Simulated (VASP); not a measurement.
Crystal: Rb2Na.

```xyz
3
Lattice="0.0000 3.6918 3.6918 3.6918 0.0000 3.6918 3.6918 3.6918 0.0000" Properties=species:S:1:pos:R:3 pbc="T T T"
Rb    1.8459    1.8459    1.8459
Rb    5.5376    5.5376    5.5376
Na    0.0000    0.0000    0.0000
```

* Program: VASP 6.6.1
* Task: relaxation of cell and atoms
* Functional: PBE
* Potentials or basis: VASP PAW PBE potentials, release 64 (Rb_sv, Na_sv)
* Cutoff: 1130 eV
* k mesh: 4 × 4 × 4
* Occupations: gaussian, width 0.1 eV
* Spin: no spin polarisation

At the start: pressure 11.2 GPa; volume 33.54 Å³/atom.

Question: Where does the relaxation end?

Answer: Over 6 steps the energy falls by 835.9 meV/atom and the volume is 73.57 Å³/atom (+119.3 %); space group Fm-3m (No. 225, to 0.1 Å) before and after.

Step by step:
```
step  energy change (eV)  largest force (eV/Å)  pressure (GPa)  volume (Å³)
   1              0.0000                0.0000           11.23       100.63
   2             -1.6730                0.0000            4.12       138.92
   3             -2.3937                0.0000            1.15       187.21
   4             -1.5001                0.0000           -3.61       314.94
   5             -2.4830                0.0000            0.51       204.58
   6             -2.5078                0.0000           -0.02       220.71
```

Final structure:
```
Rb Na
1.0
     0.00000    4.79658    4.79658
     4.79658    0.00000    4.79658
     4.79658    4.79658    0.00000
Rb Na
2 1
Direct
  0.25000 0.25000 0.25000
  0.75000 0.75000 0.75000
  0.00000 0.00000 0.00000
```

Caveat: the k points lie up to 0.28 Å⁻¹ apart in the final cell, too coarse for converged energies and pressures of a metal; the volume moved by over 15 % at a fixed basis, so the end points are rough.
